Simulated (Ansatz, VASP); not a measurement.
## RuS2 in VASP and in Ansatz

```
Ru S
1.0
     3.37085    0.00000    0.00000
    -1.68543    2.91924    0.00000
     0.00000    0.00000    4.88715
Ru S
1 2
Cartesian
  0.0000 0.0000 0.0000
  0.0000 1.9462 1.3173
  1.6854 0.9731 3.5698
```

Alike in both runs: functional PBEsol; k mesh 10 × 10 × 6; occupations gaussian, width 0.05 eV; collinear spin.

Ansatz relaxed the structure, and its values are those at the end. VASP's run is a single point on that final structure, the one shown.

|  | VASP | Ansatz |
| --- | --- | --- |
| version | VASP 6.6.1 | Ansatz 0.2.0 |
| potentials or method | VASP PAW PBE potentials, release 64 (Ru_pv, S), cutoff 520 eV | scalar-relativistic, plane waves, PAW |
| valence electrons in the cell | 26 | 28 |

|  | VASP | Ansatz | Ansatz less VASP |
| --- | --- | --- | --- |
| gap on the k mesh at the Fermi level (eV) | none | none | - |
| pressure (GPa) | -0.1 | 0.0 | +0.10 |
| rms of the force components (eV/Å) | 0.005 | 0.002 | -0.0025 |
| net moment per atom (μB) | 0.14 | 0.14 | 0.000 |
| size of the moment on the site where the two differ most (μB) | 0.31 | 0.27 | -0.042 |

VASP's potentials were made for PBE, not for PBEsol. Site moments also hang on the region over which each program counts them. A gap of «none» marks a metal or a gap that the smearing closes. VASP's potentials hold 26 valence electrons a cell and Ansatz's 28, so a difference there can come from the potentials and not from the codes.
